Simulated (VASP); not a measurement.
# AlFeB3 (P1) in VASP: single point with PBE

Aim: the single point of AlFeB3 with PBE.

All numbers are computed with VASP 6.6.1; they aren't measurements. Logs are shortened: lines on timing, memory, paths and dates and some standing lists are left out, and cuts for length are marked.

### 1 The cell of the first run

The typed cell holds 5 atoms: a = 3.631 Å, b = 3.859 Å, c = 3.859 Å, α = 74.05°, β = 74.31°, γ = 72.70°.

### 2 Single point, PBE

INCAR reads:

```
SYSTEM = AlFeB3
PREC = Accurate ; ENCUT = 520
EDIFF = 1E-7 ; ISMEAR = 0
SIGMA = 0.1 ; LREAL = .FALSE.
LASPH = .TRUE. ; NELM = 80
ALGO = Normal ; ISIF = 2
LWAVE = .FALSE. ; LCHARG = .FALSE.
GGA = PE ; NBANDS = 18
```

KPOINTS reads:

```
regular mesh
0
G
  12 10 10
  0 0 0
```

POSCAR reads:

```
AlFeB3
1.0
    3.6311135552      0.0027871893      0.0031282859
    1.1444254624      3.6851333783      0.0043015826
    1.0396250667      0.7830749257      3.6327390178
Al Fe B
1 1 3
Direct
    0.8283371603      0.0264352144      0.0428484778
    0.6175581901      0.4795397448      0.4863867935
    0.4449918264      0.6371312954      0.9846091424
    0.4328263490      0.9893410750      0.6369120726
    0.1762864741      0.3675526706      0.3492435137
```

Potentials or basis: VASP PAW PBE potentials, release 64 (Al, Fe, B).

Launch:

```
cat potpaw_PBE.64/Al/POTCAR potpaw_PBE.64/Fe/POTCAR potpaw_PBE.64/B/POTCAR > POTCAR
mpirun -np 1 vasp_std > vasp.out
```

OUTCAR:

```text
SYSTEM = AlFeB3
   PREC = Accurate
   ENCUT = 520
   EDIFF = 1E-7
   ISMEAR = 0
   LREAL = .FALSE.
   LASPH = .TRUE.
   NELM = 80
   ISIF = 2
   GGA = PE

 ion  position               nearest neighbor table
   1  0.828  0.026  0.043-   3 2.29   4 2.32   3 2.34   4 2.35   3 2.42   4 2.45   5 2.49   2 2.50
                             2 2.51   5 2.59   2 2.59   5 2.72
   2  0.618  0.480  0.486-   5 1.90   5 2.01   3 2.06   4 2.07   3 2.07   4 2.07   1 2.50   1 2.51
                             1 2.59
   3  0.445  0.637  0.985-   4 1.63   5 1.75   2 2.06   2 2.07   1 2.29   1 2.34   1 2.42
   4  0.433  0.989  0.637-   3 1.63   5 1.76   2 2.07   2 2.07   1 2.32   1 2.35   1 2.45
   5  0.176  0.368  0.349-   3 1.75   4 1.76   2 1.90   2 2.01   1 2.49   1 2.59   1 2.72

  LATTYP: Found a triclinic cell.
 ALAT       =     3.6311159724
 B/A-ratio  =     1.2468764347
 C/A-ratio  =     1.0626892760
 COS(alpha) =     0.0042750445
 COS(beta)  =     0.2973132885
 COS(gamma) =     0.5715583833

  Lattice vectors:

 A1 = (   3.6311135552,   0.0027871893,   0.0031282859)
 A2 = (   2.5914884885,  -0.7802877364,  -3.6296107319)
 A3 = (   1.1444254624,   3.6851333783,   0.0043015826)

Analysis of symmetry for initial positions (statically):
=====================================================================
 Subroutine PRICEL returns:
 Original cell was already a primitive cell.

 Routine SETGRP: Setting up the symmetry group for a
 triclinic supercell.

 Subroutine GETGRP returns: Found  1 space group operations
 (whereof  1 operations were pure point group operations)
 out of a pool of  2 trial point group operations.

The static configuration has the point symmetry C_1 .

Analysis of symmetry for dynamics (positions and initial velocities):
=====================================================================
 Subroutine PRICEL returns:
 Original cell was already a primitive cell.

 Routine SETGRP: Setting up the symmetry group for a
 triclinic supercell.

 Subroutine GETGRP returns: Found  1 space group operations
 (whereof  1 operations were pure point group operations)
 out of a pool of  2 trial point group operations.

The dynamic configuration has the point symmetry C_1 .

 Subroutine INISYM returns: Found  1 space group operations
 (whereof  1 operations are pure point group operations),
 and found     1 'primitive' translations

----------------------------------------------------------------------------------------

                                     Primitive cell

  volume of cell :      48.5772

  direct lattice vectors                    reciprocal lattice vectors
     3.631113555  0.002787189  0.003128286     0.275515286 -0.085491291 -0.060419014
     1.144425462  3.685133378  0.004301583    -0.000158005  0.271477924 -0.058474690
     1.039625067  0.783074926  3.632739018    -0.000237069 -0.000247842  0.275395655

  length of vectors
     3.631115972  3.858748004  3.858862448     0.294733593  0.277704119  0.275395869

  position of ions in fractional coordinates (direct lattice)
     0.828337160  0.026435214  0.042848478
     0.617558190  0.479539745  0.486386794
     0.444991826  0.637131295  0.984609142
     0.432826349  0.989341075  0.636912073
     0.176286474  0.367552671  0.349243514

  ion indices of the primitive-cell ions
   primitive index   ion index
                 1           1
                 2           2
                 3           3
                 4           4
                 5           5

----------------------------------------------------------------------------------------

 KPOINTS: regular mesh

Automatic generation of k-mesh.
 Grid dimensions read from file:
 generate k-points for:   12   10   10

 Generating k-lattice:

  Cartesian coordinates                     Fractional coordinates (reciprocal lattice)
     0.022959607 -0.007124274 -0.005034918     0.083333333 -0.000000000  0.000000000
    -0.000015801  0.027147792 -0.005847469    -0.000000000  0.100000000 -0.000000000
    -0.000023707 -0.000024784  0.027539566     0.000000000  0.000000000  0.100000000

  Length of vectors
     0.024561133  0.027770412  0.027539587

  Shift w.r.t. Gamma in fractional coordinates (k-lattice)
     0.000000000  0.000000000  0.000000000

 Subroutine IBZKPT returns following result:
 ===========================================

 Found    604 irreducible k-points:

 Following reciprocal coordinates:
            Coordinates               Weight
  0.000000  0.000000  0.000000      1.000000
  0.083333 -0.000000  0.000000      2.000000
  0.166667 -0.000000  0.000000      2.000000
  0.250000 -0.000000  0.000000      2.000000
  0.333333  0.000000  0.000000      2.000000
  0.416667 -0.000000  0.000000      2.000000
[... 16 lines left out ...]
  0.250000  0.200000  0.000000      2.000000
  0.333333  0.200000  0.000000      2.000000
 [... further k-points ...]
   k-points           NKPTS =    604   k-points in BZ     NKDIM =    604   number of bands    NBANDS=     18
   number of dos      NEDOS =    301   number of ions     NIONS =      5
   total plane-waves  NPLWV =  25200
   dimension x,y,z NGX =    28 NGY =   30 NGZ =   30
   dimension x,y,z NGXF=    56 NGYF=   60 NGZF=   60
   ions per type =               1   1   3
   NGX,Y,Z   is equivalent  to a cutoff of  12.82, 12.92, 12.92 a.u.
   NGXF,Y,Z  is equivalent  to a cutoff of  25.64, 25.85, 25.85 a.u.
 SYSTEM =  AlFeB3
   PREC   = accura    normal or accurate (medium, high low for compatibility)
   ISTART =      0    job   : 0-new  1-cont  2-samecut
   ICHARG =      2    charge: 1-file 2-atom 10-const
   ISPIN  =      1    spin polarized calculation?
   LNONCOLLINEAR =      F non collinear calculations
   LSORBIT =      F    spin-orbit coupling
   LASPH  =      T    aspherical Exc in radial PAW
   ENCUT  =  520.0 eV  38.22 Ry    6.18 a.u.   6.75  7.17  7.17*2*pi/ulx,y,z
   NELM   =     80;   NELMIN=  2; NELMDL= -5     # of ELM steps
   EDIFF  = 0.1E-06   stopping-criterion for ELM
   LREAL  =      F    real-space projection
   EDIFFG = 0.1E-05   stopping-criterion for IOM
   NSW    =      0    number of steps for IOM
   IBRION =     -1    ionic relax: 0-MD 1-quasi-New 2-CG
   NFREE  =      0    steps in history (QN), initial steepest desc. (CG)
   ISIF   =      2    stress and relaxation
   ISYM   =      2    0-nonsym 1-usesym 2-fastsym
   POTIM  = 0.5000    time-step for ionic-motion
   TEBEG  =    0.0;   TEEND  =   0.0 temperature during run
   PSTRESS=    0.0 pullay stress
   NELECT =      20.0000    total number of electrons
   NUPDOWN=      -1.0000    fix difference up-down
   EMIN   =  10.00;   EMAX   =-10.00  energy-range for DOS
   EFERMI =   0.00;   METHOD = LEGACY
   ISMEAR =     0;   SIGMA  =   0.10  broadening in eV -4-tet -1-fermi 0-gaus
   EFERMI_NEDOS =   21; number of points for ismear=-14 and -15
   IALGO  =     38    algorithm
   IMIX   =      4    mixing-type and parameters
     AMIX     =   0.40;   BMIX     =  1.00
     AMIX_MAG =   1.60;   BMIX_MAG =  1.00
  volume/ion in A,a.u.               =       9.72        65.56
  Fermi-wavevector in a.u.,A,eV,Ry     =   1.217888  2.301475 20.180858  1.483251
  Thomas-Fermi vector in A             =   2.353193
   LORBIT       =      0    0 simple, 1 ext, 2 COOP (PROOUT), +10 PAW based schemes
   GGA     = PE    functional components
   LHFCALC =     F    Hartree Fock is set to
   AEXX    =    0.0000 exact exchange contribution
   IVDW    =     0    specifies the selected vdW correction
   LEPSILON=     F    determine dielectric tensor
   LRPA    =     F    only Hartree local field effects (RPA)
 non-spin polarized calculation
 Gauss-broadening in eV      SIGMA  =   0.10
  energy-cutoff  :      520.00
  volume of cell :       48.58
 maximum number of plane-waves:      1325
   NGX = 13   NGY = 15   NGZ = 15

 number of electron      20.0000003 magnetization

 Free energy of the ion-electron system (eV)
  ---------------------------------------------------
  ext. energy  EPLUGINS =         0.00000000
  ---------------------------------------------------
  free energy    TOTEN  =       -31.69350733 eV

  energy without entropy =      -31.68411411  energy(sigma->0) =      -31.68881072

 E-fermi :   6.6997     XC(G=0): -11.5604

 val. band max:        6.6974586438   @ k =   0.2500   0.2000   0.4000
 cond. band min:       6.7007241339   @ k =   0.2500  -0.4000   0.2000
 fundamental gap:      0.0032654901
 Fermi energy:         6.6997340835

 k-point     1 :       0.0000    0.0000    0.0000
  band No.  band energies     occupation
      1      -6.3307      2.00000
      2      -0.0277      2.00000
      3       0.5366      2.00000
      4       1.9614      2.00000
      5       3.5875      2.00000
      6       3.9053      2.00000
[... 10 lines left out ...]
     17      13.9669      0.00000
     18      15.2582      0.00000

 k-point     2 :       0.0833   -0.0000    0.0000
  band No.  band energies     occupation
      1      -6.2593      2.00000
      2      -0.0301      2.00000
      3       0.5274      2.00000
      4       1.7217      2.00000
      5       3.5767      2.00000
      6       3.8653      2.00000
[... 10 lines left out ...]
     17      14.1677      0.00000
     18      15.4875      0.00000

 k-point     3 :       0.1667   -0.0000    0.0000
  band No.  band energies     occupation
      1      -6.0487      2.00000
      2      -0.0663      2.00000
      3       0.5024      2.00000
      4       1.0996      2.00000
      5       3.5562      2.00000
      6       3.8238      2.00000
[... 412 lines left out ...]
 k-point    23 :       0.2500    0.2000    0.0000
  band No.  band energies     occupation
      1      -5.5584      2.00000
      2      -0.9787      2.00000
      3       0.6894      2.00000
      4       1.8310      2.00000
      5       2.7266      2.00000
      6       3.4617      2.00000
[... 10 lines left out ...]
     17      14.5454      0.00000
     18      14.9886      0.00000

 k-point    24 :       0.3333    0.2000    0.0000
  band No.  band energies     occupation
      1      -5.1832      2.00000
      2      -0.9530      2.00000
      3      -0.1695      2.00000
      4       1.7550      2.00000
      5       2.8853      2.00000
      6       3.4844      2.00000
[... 10 lines left out ...]
     17      14.5732      0.00000
     18      14.7831      0.00000

 [... further k-points ...]

------------------------ aborting loop because EDIFF is reached ----------------------------------------

  FORCE on cell =-STRESS in cart. coord.  units (eV):
  Direction    XX          YY          ZZ          XY          YZ          ZX
  --------------------------------------------------------------------------------------
  -------------------------------------------------------------------------------------
  Total        0.1005785      0.0248836      0.0291640      0.0173698      0.0189389      0.0048195
  in kB        3.3172902      0.8207115      0.9618881      0.5728922      0.6246441      0.1589563
  external PRESSURE =       1.6999633 kB  Pullay stress =       0.0000000 kB

 VOLUME and BASIS-vectors are now :
 -----------------------------------------------------------------------------
  energy-cutoff  :      520.00
  volume of cell :       48.58
      direct lattice vectors                 reciprocal lattice vectors
     3.631113555  0.002787189  0.003128286     0.275515286 -0.085491291 -0.060419014
     1.144425462  3.685133378  0.004301583    -0.000158005  0.271477924 -0.058474690
     1.039625067  0.783074926  3.632739018    -0.000237069 -0.000247842  0.275395655

 POSITION                                       TOTAL-FORCE (eV/Angst)
 -----------------------------------------------------------------------------------
      3.08259      0.13328      0.15836        -0.000080     -0.001181     -0.000825
      3.29688      2.14977      1.77091         0.016259     -0.000043      0.003963
      3.36859      3.12018      3.58096        -0.014241      0.013572      0.008987
      3.36602      4.14581      2.31935        -0.022441      0.011550      0.006951
      1.42384      1.62846      1.27084         0.020503     -0.023898     -0.019076
 -----------------------------------------------------------------------------------
    total drift:                               -0.000222     -0.000208      0.000549

  FREE ENERGIE OF THE ION-ELECTRON SYSTEM (eV)
  ---------------------------------------------------
  free  energy   TOTEN  =       -31.6935073274 eV

  energy  without entropy=      -31.6841141106  energy(sigma->0) =      -31.68881072
```

It took 3.6 min on 1 thread of Intel Xeon 6975P-C (Granite Rapids), shared host; peak memory 0.61 GiB.

Results:

```yaml
Free_energy: -31.6935 eV
Pressure: 0.2 GPa
Largest_force: 0.037 eV/Å
Band_gap_on_the_k_mesh: zero (band 10 reaches 7.41 eV, above the bottom of band 11 at 6.67 eV)
```

Forces in eV/Å, atoms in the order of the input:
```
Al   0.000 -0.001 -0.001
Fe   0.016  0.000  0.004
B   -0.014  0.014  0.009
B   -0.022  0.012  0.007
B    0.021 -0.024 -0.019
```

Stress tensor (GPa, compression positive):
```
0.33 0.06 0.02
0.06 0.08 0.06
0.02 0.06 0.10
```

Spin polarisation is off, so any magnetic state and its effect on volume and gap are missing.
